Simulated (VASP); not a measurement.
# GaP (I-4m2) in VASP: further runs

Runs on GaP. Level: r2SCAN. Tasks: single point.

All numbers are computed with VASP 6.6.1; they aren't measurements. Logs are shortened: lines on timing, memory, paths and dates and some standing lists are left out, and cuts for length are marked.

**1. The cell of the first run**

The structure is tetragonal, space group I-4m2 (No. 119). The conventional cell has a = 3.854 Å, b = 3.854 Å, c = 5.396 Å, α = 90.00°, β = 90.00°, γ = 90.00°. Within 3.1 Å of Ga (site symmetry -4m2) lie 4 P at 2.35 Å. P (site symmetry -4m2) has 4 Ga at 2.35 Å within 3.1 Å.

**2. Single point, r2SCAN, non-collinear spin, zero start, spin-orbit coupling (uniaxial z strain -1.0%)**

Input file POSCAR:

```
GaP
1.0
    0.0000000000      2.7253992874      2.6981452945
    2.7253992874      0.0000000000      2.6981452945
    2.7253992874      2.7253992874      0.0000000000
Ga P
1 1
Direct
    0.0000000000      0.0000000000      0.0000000000
    0.2500000000      0.2500000000      0.2500000000
```

Input file INCAR.step1:

```
SYSTEM = GaP
PREC = Accurate ; ENCUT = 520
ISMEAR = 0 ; SIGMA = 0.01
LREAL = .FALSE. ; LASPH = .TRUE.
NELM = 150 ; MAGMOM = 0 0 0 0 0 0
LSORBIT = .TRUE. ; GGA_COMPAT = .FALSE.
NBANDS = 30 ; GGA = PE
ALGO = Normal ; EDIFF = 1E-4
LWAVE = .TRUE. ; LCHARG = .FALSE.
```

Input file INCAR.step2:

```
SYSTEM = GaP
PREC = Accurate ; ENCUT = 520
EDIFF = 1E-6 ; ISMEAR = 0
SIGMA = 0.01 ; LREAL = .FALSE.
LASPH = .TRUE. ; NELM = 150
ALGO = Normal ; ISIF = 2
LWAVE = .FALSE. ; LCHARG = .FALSE.
MAGMOM = 0 0 0 0 0 0 ; LORBIT = 11
LSORBIT = .TRUE. ; GGA_COMPAT = .FALSE.
LORBMOM = .TRUE. ; METAGGA = R2SCAN
LMIXTAU = .TRUE. ; NBANDS = 30
ISTART = 1
```

Input file KPOINTS:

```
regular mesh
0
G
  8 8 8
  0 0 0
```

Potentials or basis: VASP PAW PBE potentials, release 64 (Ga_d, P).

Run with:

```console
$ cat potpaw_PBE.64/Ga_d/POTCAR potpaw_PBE.64/P/POTCAR > POTCAR
$ cp INCAR.step1 INCAR
$ mpirun -np 1 vasp_ncl > vasp.out
$ cp INCAR.step2 INCAR
$ mpirun -np 1 vasp_ncl > vasp.out
```

OUTCAR:

```text
SYSTEM = GaP
   PREC = Accurate
   ENCUT = 520
   EDIFF = 1E-6
   ISMEAR = 0
   LREAL = .FALSE.
   LASPH = .TRUE.
   NELM = 150
   ISIF = 2
   LORBIT = 11
   LSORBIT = .TRUE.
   METAGGA = R2SCAN
   ISTART = 1

 ion  position               nearest neighbor table
   1  0.000  0.000  0.000-   2 2.35   2 2.35   2 2.35   2 2.35
   2  0.250  0.250  0.250-   1 2.35   1 2.35   1 2.35   1 2.35

  LATTYP: Found a body centered tetragonal cell.
 ALAT       =     3.8542966351
 C/A-ratio  =     1.4000714267

  Lattice vectors:

 A1 = (   0.0000000000,  -2.7253992874,  -2.6981452945)
 A2 = (   0.0000000000,   2.7253992874,  -2.6981452945)
 A3 = (   2.7253992874,   0.0000000000,   2.6981452945)

Analysis of symmetry for initial positions (statically):
=====================================================================
 Subroutine PRICEL returns:
 Original cell was already a primitive cell.

 Routine SETGRP: Setting up the symmetry group for a
 body centered tetragonal supercell.

 Subroutine GETGRP returns: Found  8 space group operations
 (whereof  8 operations were pure point group operations)
 out of a pool of 16 trial point group operations.

The static configuration has the point symmetry D_2d.

Analysis of symmetry for dynamics (positions and initial velocities):
=====================================================================
 Subroutine PRICEL returns:
 Original cell was already a primitive cell.

 Routine SETGRP: Setting up the symmetry group for a
 body centered tetragonal supercell.

 Subroutine GETGRP returns: Found  8 space group operations
 (whereof  8 operations were pure point group operations)
 out of a pool of 16 trial point group operations.

The dynamic configuration has the point symmetry D_2d.

Analysis of structural, dynamic, and magnetic symmetry:
=====================================================================
 Subroutine PRICEL returns:
 Original cell was already a primitive cell.

 Routine SETGRP: Setting up the symmetry group for a
 body centered tetragonal supercell.

 Subroutine GETGRP returns: Found  8 space group operations
 (whereof  8 operations were pure point group operations)
 out of a pool of 16 trial point group operations.

The overall configuration has the point symmetry D_2d.

 Subroutine INISYM returns: Found  8 space group operations
 (whereof  8 operations are pure point group operations),
 and found     1 'primitive' translations

----------------------------------------------------------------------------------------

                                     Primitive cell

  volume of cell :      40.0826

  direct lattice vectors                    reciprocal lattice vectors
     0.000000000  2.725399287  2.698145295    -0.183459357  0.183459357  0.185312482
     2.725399287  0.000000000  2.698145295     0.183459357 -0.183459357  0.185312482
     2.725399287  2.725399287  0.000000000     0.183459357  0.183459357 -0.185312482

  length of vectors
     3.835073572  3.835073572  3.854296635     0.318834419  0.318834419  0.318834419

  position of ions in fractional coordinates (direct lattice)
     0.000000000  0.000000000  0.000000000
     0.250000000  0.250000000  0.250000000

  ion indices of the primitive-cell ions
   primitive index   ion index
                 1           1
                 2           2

----------------------------------------------------------------------------------------

 KPOINTS: regular mesh

Automatic generation of k-mesh.
 Grid dimensions read from file:
 generate k-points for:    8    8    8

 Generating k-lattice:

  Cartesian coordinates                     Fractional coordinates (reciprocal lattice)
    -0.022932420  0.022932420  0.023164060     0.125000000 -0.000000000  0.000000000
     0.022932420 -0.022932420  0.023164060    -0.000000000  0.125000000  0.000000000
[... 98 lines left out ...]
 number of electron      17.9999988 magnetization       0.0000000      0.0000000      0.0000000

 number of electron      17.9999988 magnetization       0.0000000      0.0000000     -0.0000000

 Free energy of the ion-electron system (eV)
  ---------------------------------------------------
  ext. energy  EPLUGINS =         0.00000000
  ---------------------------------------------------
  free energy    TOTEN  =       -21.46715106 eV

  energy without entropy =      -21.46715106  energy(sigma->0) =      -21.46715106

 E-fermi :   4.6963     XC(G=0): -10.5973

 val. band max:        4.6176850185   @ k =   0.0000   0.0000   0.0000
 cond. band min:       6.3871506760   @ k =   0.3750   0.3750   0.0000
 fundamental gap:      1.7694656576
 Fermi energy:         4.6962582453

 k-point     1 :       0.0000    0.0000    0.0000
  band No.  band energies     occupation
      1     -10.6763      1.00000
      2     -10.6763      1.00000
      3     -10.6744      1.00000
      4     -10.6744      1.00000
      5     -10.2594      1.00000
      6     -10.2594      1.00000
[... 781 lines left out ...]
     29      17.0362      0.00000
     30      17.0408      0.00000

 [... further k-points ...]

------------------------ aborting loop because EDIFF is reached ----------------------------------------

  FORCE on cell =-STRESS in cart. coord.  units (eV):
  Direction    XX          YY          ZZ          XY          YZ          ZX
  --------------------------------------------------------------------------------------
  -------------------------------------------------------------------------------------
  Total        0.1315553      0.1315553      0.3292540      0.0000000      0.0000000      0.0000000
  in kB        5.2585165      5.2585165     13.1609155      0.0000000      0.0000000      0.0000000
  external PRESSURE =       7.8926495 kB  Pullay stress =       0.0000000 kB

 VOLUME and BASIS-vectors are now :
 -----------------------------------------------------------------------------
  energy-cutoff  :      520.00
  volume of cell :       40.08
      direct lattice vectors                 reciprocal lattice vectors
     0.000000000  2.725399287  2.698145295    -0.183459357  0.183459357  0.185312482
     2.725399287  0.000000000  2.698145295     0.183459357 -0.183459357  0.185312482
     2.725399287  2.725399287  0.000000000     0.183459357  0.183459357 -0.185312482

 POSITION                                       TOTAL-FORCE (eV/Angst)
 -----------------------------------------------------------------------------------
      0.00000      0.00000      0.00000         0.000000      0.000000      0.000000
      1.36270      1.36270      1.34907         0.000000     -0.000000     -0.000000
 -----------------------------------------------------------------------------------
    total drift:                               -0.000002     -0.000002     -0.000002

  FREE ENERGIE OF THE ION-ELECTRON SYSTEM (eV)
  ---------------------------------------------------
  free  energy   TOTEN  =       -21.4671510576 eV

  energy  without entropy=      -21.4671510576  energy(sigma->0) =      -21.46715106

 orbital moment (x)

 # of ion     p       d       tot
 ----------------------------------------
  1         0.000   0.000   0.000
  2         0.000   0.000   0.000
 ----------------------------------------
            0.000   0.000   0.000

 orbital moment (y)

 # of ion     p       d       tot
 ----------------------------------------
  1         0.000   0.000   0.000
  2         0.000   0.000   0.000
 ----------------------------------------
            0.000   0.000   0.000

 orbital moment (z)

 # of ion     p       d       tot
 ----------------------------------------
  1        -0.000   0.000  -0.000
  2         0.000   0.000   0.000
 ----------------------------------------
           -0.000   0.000  -0.000

 Spin-Orbit-Coupling matrix elements

 Ion:    1  E_soc:     -0.0112973
 l=   1
     0.0000000    -0.0010554    -0.0010560
    -0.0010554     0.0000000    -0.0010554
    -0.0010560    -0.0010554     0.0000000
 l=   2
     0.0000000    -0.0001687     0.0000000    -0.0001687    -0.0006585
    -0.0001687     0.0000000    -0.0004939    -0.0001687    -0.0001647
     0.0000000    -0.0004939     0.0000000    -0.0004939     0.0000000
    -0.0001687    -0.0001687    -0.0004939     0.0000000    -0.0001647
    -0.0006585    -0.0001647     0.0000000    -0.0001647     0.0000000
 l=   3
     0.0000000     0.0000000     0.0000000     0.0000000     0.0000000     0.0000000     0.0000000
     0.0000000     0.0000000     0.0000000     0.0000000     0.0000000     0.0000000     0.0000000
     0.0000000     0.0000000     0.0000000     0.0000000     0.0000000     0.0000000     0.0000000
     0.0000000     0.0000000     0.0000000     0.0000000     0.0000000     0.0000000     0.0000000
     0.0000000     0.0000000     0.0000000     0.0000000     0.0000000     0.0000000     0.0000000
     0.0000000     0.0000000     0.0000000     0.0000000     0.0000000     0.0000000     0.0000000
     0.0000000     0.0000000     0.0000000     0.0000000     0.0000000     0.0000000     0.0000000

 Ion:    2  E_soc:     -0.0008322
 l=   1
     0.0000000    -0.0001390    -0.0001382
    -0.0001390     0.0000000    -0.0001390
    -0.0001382    -0.0001390     0.0000000
 l=   2
     0.0000000     0.0000000     0.0000000     0.0000000     0.0000000
     0.0000000     0.0000000     0.0000000     0.0000000     0.0000000
     0.0000000     0.0000000     0.0000000     0.0000000     0.0000000
     0.0000000     0.0000000     0.0000000     0.0000000     0.0000000
     0.0000000     0.0000000     0.0000000     0.0000000     0.0000000
 l=   3
     0.0000000     0.0000000     0.0000000     0.0000000     0.0000000     0.0000000     0.0000000
     0.0000000     0.0000000     0.0000000     0.0000000     0.0000000     0.0000000     0.0000000
     0.0000000     0.0000000     0.0000000     0.0000000     0.0000000     0.0000000     0.0000000
     0.0000000     0.0000000     0.0000000     0.0000000     0.0000000     0.0000000     0.0000000
     0.0000000     0.0000000     0.0000000     0.0000000     0.0000000     0.0000000     0.0000000
     0.0000000     0.0000000     0.0000000     0.0000000     0.0000000     0.0000000     0.0000000
     0.0000000     0.0000000     0.0000000     0.0000000     0.0000000     0.0000000     0.0000000

 total charge

# of ion       s       p       d       tot
------------------------------------------
    1        0.832   0.858  10.020  11.710
    2        1.008   1.548   0.000   2.556
--------------------------------------------------
tot          1.840   2.406  10.020  14.266

 magnetization (x)

# of ion       s       p       d       tot
------------------------------------------
    1        0.000   0.000   0.000   0.000
    2       -0.000   0.000   0.000  -0.000
--------------------------------------------------
tot         -0.000   0.000   0.000  -0.000

 magnetization (y)

# of ion       s       p       d       tot
------------------------------------------
    1        0.000   0.000   0.000   0.000
    2        0.000   0.000   0.000   0.000
--------------------------------------------------
tot          0.000   0.000   0.000   0.000

 magnetization (z)

# of ion       s       p       d       tot
------------------------------------------
    1        0.000  -0.000  -0.000  -0.000
    2        0.000   0.000   0.000   0.000
--------------------------------------------------
tot          0.000  -0.000  -0.000  -0.000
```

Wall time 10 min (1 thread of Intel Xeon 6975P-C (Granite Rapids), shared host); peak memory 0.42 GiB.

What came out:

```
Free energy                                           : -21.4672 eV
Pressure                                              : 0.8 GPa
Net moment                                            : 0.00 μB per cell
Valence electrons inside the program's atomic spheres : Ga 11.71; P 2.56
```

Stress tensor (GPa, compression positive):
```
0.53 0.00 0.00
0.00 0.53 0.00
0.00 0.00 1.32
```

Moments on the atoms (μB; x, y, z):
```
Ga  0.00 0.00 0.00
P   0.00 0.00 0.00
```

Caveat: the cell differs from its parent crystal (uniaxial z strain -1.0%); the PAW data sets were made with another functional, which shifts forces and pressure a little.

[end of part 1 of 2]
